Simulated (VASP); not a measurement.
# P in VASP: a series of runs

P is run at these levels: PBE; tasks: single point.

Program: VASP 6.6.1. These are calculated values, not measurements. Logs are shortened: lines on timing, memory, paths and dates and some standing lists are left out, and cuts for length are marked.

## Step 1: The cell of the first run

The structure is cubic, space group P2_13 (No. 198). Conventional cell: a = 4.028 Å, b = 4.028 Å, c = 4.028 Å, α = 90.00°, β = 90.00°, γ = 90.00°. Within 3.3 Å of P (site symmetry 3) lie 6 P at 2.47 Å.

## Step 2: Single point, PBE

File INCAR:

```
SYSTEM = P
PREC = Accurate
ENCUT = 520
EDIFF = 1E-6
ISMEAR = 0
SIGMA = 0.1
LREAL = .False.
LASPH = .True.
NELM = 100
ALGO = Normal
ISIF = 2
LWAVE = .False.
LCHARG = .True.
GGA = PE
LELF = .True.
LVHAR = .True.
NBANDS = 18
```

File KPOINTS:

```
regular mesh
0
Gamma
  4 4 4
  0 0 0
```

File POSCAR:

```
P
1.0
    4.0283235851      0.0000000000      0.0000000000
    0.0000000000      4.0283235851      0.0000000000
    0.0000000000      0.0000000000      4.0283235851
P
4
Direct
    0.1259325929      0.1259325929      0.1259325929
    0.3740674071      0.8740674071      0.6259325929
    0.8740674071      0.6259325929      0.3740674071
    0.6259325929      0.3740674071      0.8740674071
```

Potentials or basis: VASP PAW PBE potentials, release 64 (P).

Started as:

```bash
$ cat potpaw_PBE.64/P/POTCAR > POTCAR
$ mpirun -np 1 vasp_std > vasp.out
```

OUTCAR:

```text
SYSTEM = P
   PREC = Accurate
   ENCUT = 520
   EDIFF = 1E-6
   ISMEAR = 0
   LREAL = .False.
   LASPH = .True.
   NELM = 100
   ISIF = 2
   GGA = PE

 ion  position               nearest neighbor table
   1  0.126  0.126  0.126-   2 2.47   3 2.47   4 2.47   2 2.47   3 2.47   4 2.47
   2  0.374  0.874  0.626-   1 2.47   3 2.47   4 2.47   1 2.47   4 2.47   3 2.47
   3  0.874  0.626  0.374-   1 2.47   2 2.47   4 2.47   4 2.47   1 2.47   2 2.47
   4  0.626  0.374  0.874-   1 2.47   2 2.47   3 2.47   3 2.47   2 2.47   1 2.47

  LATTYP: Found a simple cubic cell.
 ALAT       =     4.0283235851

  Lattice vectors:

 A1 = (   4.0283235851,   0.0000000000,   0.0000000000)
 A2 = (   0.0000000000,   4.0283235851,   0.0000000000)
 A3 = (   0.0000000000,   0.0000000000,   4.0283235851)

Analysis of symmetry for initial positions (statically):
=====================================================================
 Subroutine PRICEL returns:
 Original cell was already a primitive cell.

 Routine SETGRP: Setting up the symmetry group for a
 simple cubic supercell.

 Subroutine GETGRP returns: Found 12 space group operations
 (whereof  3 operations were pure point group operations)
 out of a pool of 48 trial point group operations.

The static configuration has the point symmetry C_3 .
 The point group associated with its full space group is T   .

Analysis of symmetry for dynamics (positions and initial velocities):
=====================================================================
 Subroutine PRICEL returns:
 Original cell was already a primitive cell.

 Routine SETGRP: Setting up the symmetry group for a
 simple cubic supercell.

 Subroutine GETGRP returns: Found 12 space group operations
 (whereof  3 operations were pure point group operations)
 out of a pool of 48 trial point group operations.

The dynamic configuration has the point symmetry C_3 .
 The point group associated with its full space group is T   .

 Subroutine INISYM returns: Found 12 space group operations
 (whereof  3 operations are pure point group operations),
 and found     1 'primitive' translations

----------------------------------------------------------------------------------------

                                     Primitive cell

  volume of cell :      65.3692

  direct lattice vectors                    reciprocal lattice vectors
     4.028323585  0.000000000  0.000000000     0.248242223  0.000000000  0.000000000
     0.000000000  4.028323585  0.000000000     0.000000000  0.248242223  0.000000000
     0.000000000  0.000000000  4.028323585     0.000000000  0.000000000  0.248242223

  length of vectors
     4.028323585  4.028323585  4.028323585     0.248242223  0.248242223  0.248242223

  position of ions in fractional coordinates (direct lattice)
     0.125932593  0.125932593  0.125932593
     0.374067407  0.874067407  0.625932593
     0.874067407  0.625932593  0.374067407
     0.625932593  0.374067407  0.874067407

  ion indices of the primitive-cell ions
   primitive index   ion index
                 1           1
                 2           2
                 3           3
                 4           4

----------------------------------------------------------------------------------------

 KPOINTS: regular mesh

Automatic generation of k-mesh.
 Grid dimensions read from file:
 generate k-points for:    4    4    4

 Generating k-lattice:

  Cartesian coordinates                     Fractional coordinates (reciprocal lattice)
     0.062060556  0.000000000  0.000000000     0.250000000  0.000000000  0.000000000
     0.000000000  0.062060556  0.000000000     0.000000000  0.250000000  0.000000000
     0.000000000  0.000000000  0.062060556     0.000000000  0.000000000  0.250000000

  Length of vectors
     0.062060556  0.062060556  0.062060556

  Shift w.r.t. Gamma in fractional coordinates (k-lattice)
     0.000000000  0.000000000  0.000000000

 Subroutine IBZKPT returns following result:
 ===========================================

 Found     11 irreducible k-points:

 Following reciprocal coordinates:
            Coordinates               Weight
  0.000000  0.000000  0.000000      1.000000
  0.250000  0.000000  0.000000      6.000000
  0.500000  0.000000  0.000000      3.000000
  0.250000  0.250000  0.000000     12.000000
  0.500000  0.250000  0.000000      6.000000
 -0.250000  0.500000  0.000000      6.000000
  0.500000  0.500000  0.000000      3.000000
  0.250000  0.250000  0.250000      8.000000
  0.500000  0.250000  0.250000     12.000000
  0.500000  0.500000  0.250000      6.000000
  0.500000  0.500000  0.500000      1.000000
   k-points           NKPTS =     11   k-points in BZ     NKDIM =     11   number of bands    NBANDS=     18
   number of dos      NEDOS =    301   number of ions     NIONS =      4
   total plane-waves  NPLWV =  27000
   dimension x,y,z NGX =    30 NGY =   30 NGZ =   30
   dimension x,y,z NGXF=    60 NGYF=   60 NGZF=   60
   ions per type =               4
   NGX,Y,Z   is equivalent  to a cutoff of  12.38, 12.38, 12.38 a.u.
   NGXF,Y,Z  is equivalent  to a cutoff of  24.76, 24.76, 24.76 a.u.
 SYSTEM =  P
   PREC   = accura    normal or accurate (medium, high low for compatibility)
   ISTART =      0    job   : 0-new  1-cont  2-samecut
   ICHARG =      2    charge: 1-file 2-atom 10-const
   ISPIN  =      1    spin polarized calculation?
   LNONCOLLINEAR =      F non collinear calculations
   LSORBIT =      F    spin-orbit coupling
   LASPH  =      T    aspherical Exc in radial PAW
   ENCUT  =  520.0 eV  38.22 Ry    6.18 a.u.   7.49  7.49  7.49*2*pi/ulx,y,z
   NELM   =    100;   NELMIN=  2; NELMDL= -5     # of ELM steps
   EDIFF  = 0.1E-05   stopping-criterion for ELM
   LREAL  =      F    real-space projection
   EDIFFG = 0.1E-04   stopping-criterion for IOM
   NSW    =      0    number of steps for IOM
   IBRION =     -1    ionic relax: 0-MD 1-quasi-New 2-CG
   NFREE  =      0    steps in history (QN), initial steepest desc. (CG)
   ISIF   =      2    stress and relaxation
   ISYM   =      2    0-nonsym 1-usesym 2-fastsym
   POTIM  = 0.5000    time-step for ionic-motion
   TEBEG  =    0.0;   TEEND  =   0.0 temperature during run
   PSTRESS=    0.0 pullay stress
   NELECT =      20.0000    total number of electrons
   NUPDOWN=      -1.0000    fix difference up-down
   EMIN   =  10.00;   EMAX   =-10.00  energy-range for DOS
   EFERMI =   0.00;   METHOD = LEGACY
   ISMEAR =     0;   SIGMA  =   0.10  broadening in eV -4-tet -1-fermi 0-gaus
   EFERMI_NEDOS =   21; number of points for ismear=-14 and -15
   IALGO  =     38    algorithm
   IMIX   =      4    mixing-type and parameters
     AMIX     =   0.40;   BMIX     =  1.00
     AMIX_MAG =   1.60;   BMIX_MAG =  1.00
  volume/ion in A,a.u.               =      16.34       110.28
  Fermi-wavevector in a.u.,A,eV,Ry     =   1.103131  2.084616 16.556907  1.216898
  Thomas-Fermi vector in A             =   2.239585
   LORBIT       =      0    0 simple, 1 ext, 2 COOP (PROOUT), +10 PAW based schemes
   GGA     = PE    functional components
   LHFCALC =     F    Hartree Fock is set to
   AEXX    =    0.0000 exact exchange contribution
   IVDW    =     0    specifies the selected vdW correction
   LEPSILON=     F    determine dielectric tensor
   LRPA    =     F    only Hartree local field effects (RPA)
 non-spin polarized calculation
 Gauss-broadening in eV      SIGMA  =   0.10
  energy-cutoff  :      520.00
  volume of cell :       65.37
 maximum number of plane-waves:      1791
 NGX is ok and might be reduce to    30
   NGX = 15   NGY = 15   NGZ = 15

 number of electron      20.0000005 magnetization

 Free energy of the ion-electron system (eV)
  ---------------------------------------------------
  ext. energy  EPLUGINS =         0.00000000
  ---------------------------------------------------
  free energy    TOTEN  =       -19.68494330 eV

  energy without entropy =      -19.67430465  energy(sigma->0) =      -19.67962397

 E-fermi :   8.1245     XC(G=0): -10.6971

 val. band max:        8.0683314009   @ k =   0.2500   0.2500   0.0000
 cond. band min:       8.2614270121   @ k =   0.5000   0.2500   0.0000
 fundamental gap:      0.1930956112
 Fermi energy:         8.1245259986

 k-point     1 :       0.0000    0.0000    0.0000
  band No.  band energies     occupation
      1      -7.7033      2.00000
      2      -1.2701      2.00000
      3      -1.2701      2.00000
      4      -1.2701      2.00000
      5       3.8724      2.00000
      6       3.8724      2.00000
[... 10 lines left out ...]
     17      15.1110      0.00000
     18      16.2424      0.00000

 k-point     2 :       0.2500    0.0000    0.0000
  band No.  band energies     occupation
      1      -7.2112      2.00000
      2      -3.6004      2.00000
      3      -0.7648      2.00000
      4       0.5309      2.00000
      5       3.0872      2.00000
      6       3.3240      2.00000
[... 10 lines left out ...]
     17      14.4936      0.00000
     18      14.9298      0.00000

 k-point     3 :       0.5000    0.0000    0.0000
  band No.  band energies     occupation
      1      -5.7786      2.00000
      2      -5.7786      2.00000
      3       0.6816      2.00000
      4       0.6816      2.00000
      5       2.5881      2.00000
      6       2.5881      2.00000
[... 10 lines left out ...]
     17      13.3791      0.00000
     18      13.3791      0.00000

 k-point     4 :       0.2500    0.2500    0.0000
  band No.  band energies     occupation
      1      -6.7315      2.00000
      2      -3.7760      2.00000
      3      -1.8600      2.00000
      4       0.9098      2.00000
      5       2.0360      2.00000
      6       3.0766      2.00000
[... 10 lines left out ...]
     17      13.3107      0.00000
     18      14.8952      0.00000

 k-point     5 :       0.5000    0.2500    0.0000
  band No.  band energies     occupation
      1      -5.3712      2.00000
      2      -5.3712      2.00000
      3      -0.9972      2.00000
      4      -0.9972      2.00000
      5       3.1594      2.00000
      6       3.1594      2.00000
[... 10 lines left out ...]
     17      15.3740      0.00000
     18      15.3740      0.00000

 k-point     6 :      -0.2500    0.5000    0.0000
  band No.  band energies     occupation
      1      -5.3712      2.00000
      2      -5.3712      2.00000
      3      -0.9972      2.00000
      4      -0.9972      2.00000
      5       3.1599      2.00000
      6       3.1599      2.00000
[... 10 lines left out ...]
     17      15.3369      0.00000
     18      15.3369      0.00000

 k-point     7 :       0.5000    0.5000    0.0000
  band No.  band energies     occupation
      1      -4.7094      2.00000
      2      -4.7094      2.00000
      3      -2.4217      2.00000
      4      -2.4217      2.00000
      5       3.6437      2.00000
      6       3.6437      2.00000
[... 10 lines left out ...]
     17      15.1404      0.00000
     18      15.1404      0.00000

 k-point     8 :       0.2500    0.2500    0.2500
  band No.  band energies     occupation
      1      -6.2629      2.00000
      2      -3.7083      2.00000
      3      -2.2300      2.00000
      4       0.0621      2.00000
      5       1.2196      2.00000
      6       3.1177      2.00000
[... 10 lines left out ...]
     17      14.6100      0.00000
     18      16.1111      0.00000

 k-point     9 :       0.5000    0.2500    0.2500
  band No.  band energies     occupation
      1      -4.9616      2.00000
      2      -4.9616      2.00000
      3      -1.4396      2.00000
      4      -1.4396      2.00000
      5       1.7092      2.00000
      6       1.7092      2.00000
[... 10 lines left out ...]
     17      15.0173      0.00000
     18      15.0173      0.00000

 k-point    10 :       0.5000    0.5000    0.2500
  band No.  band energies     occupation
      1      -4.2768      2.00000
      2      -4.2768      2.00000
      3      -2.4218      2.00000
      4      -2.4218      2.00000
      5       1.7934      2.00000
      6       1.7934      2.00000
[... 10 lines left out ...]
     17      15.6955      0.00000
     18      15.6958      0.00000

 k-point    11 :       0.5000    0.5000    0.5000
  band No.  band energies     occupation
      1      -3.1781      2.00000
      2      -3.1781      2.00000
      3      -3.1781      2.00000
      4      -3.1781      2.00000
      5       1.5865      2.00000
      6       1.5865      2.00000
[... 10 lines left out ...]
     17      16.9475      0.00000
     18      16.9475      0.00000

------------------------ aborting loop because EDIFF is reached ----------------------------------------

  FORCE on cell =-STRESS in cart. coord.  units (eV):
  Direction    XX          YY          ZZ          XY          YZ          ZX
  --------------------------------------------------------------------------------------
  -------------------------------------------------------------------------------------
  Total       -0.0134893     -0.0134893     -0.0134893      0.0000000      0.0000000      0.0000000
  in kB       -0.3306178     -0.3306178     -0.3306178      0.0000000      0.0000000      0.0000000
  external PRESSURE =      -0.3306178 kB  Pullay stress =       0.0000000 kB

 VOLUME and BASIS-vectors are now :
 -----------------------------------------------------------------------------
  energy-cutoff  :      520.00
  volume of cell :       65.37
      direct lattice vectors                 reciprocal lattice vectors
     4.028323585  0.000000000  0.000000000     0.248242223  0.000000000  0.000000000
     0.000000000  4.028323585  0.000000000     0.000000000  0.248242223  0.000000000
     0.000000000  0.000000000  4.028323585     0.000000000  0.000000000  0.248242223

 POSITION                                       TOTAL-FORCE (eV/Angst)
 -----------------------------------------------------------------------------------
      0.50730      0.50730      0.50730        -0.010615     -0.010615     -0.010615
      1.50686      3.52103      2.52146         0.010615      0.010615     -0.010615
      3.52103      2.52146      1.50686         0.010615     -0.010615      0.010615
      2.52146      1.50686      3.52103        -0.010615      0.010615      0.010615
 -----------------------------------------------------------------------------------
    total drift:                                0.000000      0.000000      0.000000

  FREE ENERGIE OF THE ION-ELECTRON SYSTEM (eV)
  ---------------------------------------------------
  free  energy   TOTEN  =       -19.6849433001 eV

  energy  without entropy=      -19.6743046492  energy(sigma->0) =      -19.67962397
```

Run time: 7.3 s. Hardware: 1 thread of Intel Xeon 6975P-C (Granite Rapids), shared host; peak memory 0.16 GiB.

Results:

```yaml
Free_energy: -19.6849 eV
Pressure: 0.0 GPa
Largest_force: 0.018 eV/Å
Band_gap_on_the_k_mesh: zero (band 10 reaches 12.30 eV, above the bottom of band 11 at 7.14 eV)
```

Forces in eV/Å, atoms in the order of the input:
```
P   -0.011 -0.011 -0.011
P    0.011  0.011 -0.011
P    0.011 -0.011  0.011
P   -0.011  0.011  0.011
```

Caveat: the k points lie up to 0.39 Å⁻¹ apart.

## Step 3: Single point, PBE

This run uses another cell than the first one, of 16.49 Å³/atom, 1.009 times its volume.

File INCAR:

```
PREC = Accurate
ENCUT = 520
EDIFF = 1E-6
ISMEAR = 0
SIGMA = 0.1
LREAL = False
LASPH = True
NELM = 60
ALGO = Normal
ISIF = 2
LWAVE = False
LCHARG = False
GGA = PE
NBANDS = 18
```

File KPOINTS:

```
Automatic mesh
0
Gamma
  12 12 12
```

File POSCAR:

```
P
1.0
    4.0401892850      0.0000000000      0.0000000000
    0.0000000000      4.0401892850      0.0000000000
    0.0000000000      0.0000000000      4.0401892850
P
4
Direct
    0.6250000000      0.6250000000      0.6250000000
    0.8750000000      0.3750000000      0.1250000000
    0.3750000000      0.1250000000      0.8750000000
    0.1250000000      0.8750000000      0.3750000000
```

Potentials or basis: VASP PAW PBE potentials, release 64 (P).

Started as:

```bash
$ cat potpaw_PBE.64/P/POTCAR > POTCAR
$ mpirun -np 1 vasp_std > vasp.out
```

It took 34 s on 1 thread of Intel Xeon 6975P-C (Granite Rapids), shared host; peak memory 0.19 GiB.

It converged, with:

```yaml
Free_energy: -19.7091 eV
Pressure: -0.2 GPa
Band_gap_on_the_k_mesh: zero (band 10 reaches 12.15 eV, above the bottom of band 11 at 7.03 eV)
```

Levels at points of the mesh, in eV from the Fermi level:
| k point | band 7 | band 8 | band 9 | band 10 | band 11 | band 12 | band 13 | band 14 |
| --- | --- | --- | --- | --- | --- | --- | --- | --- |
| (0.00, 0.00, 0.00) | -4.11 | -1.68 | -1.68 | -1.68 | 0.53 | 0.53 | 1.92 | 1.92 |
| (0.50, 0.00, 0.00) | -4.32 | -4.32 | -1.23 | -1.23 | 1.71 | 1.71 | 3.59 | 3.59 |
| (0.50, 0.50, 0.00) | -2.09 | -2.09 | -2.05 | -2.05 | -0.88 | -0.88 | 5.23 | 5.23 |
| (0.50, 0.50, 0.50) | -6.38 | -6.38 | 4.24 | 4.24 | 4.24 | 4.24 | 4.65 | 4.65 |
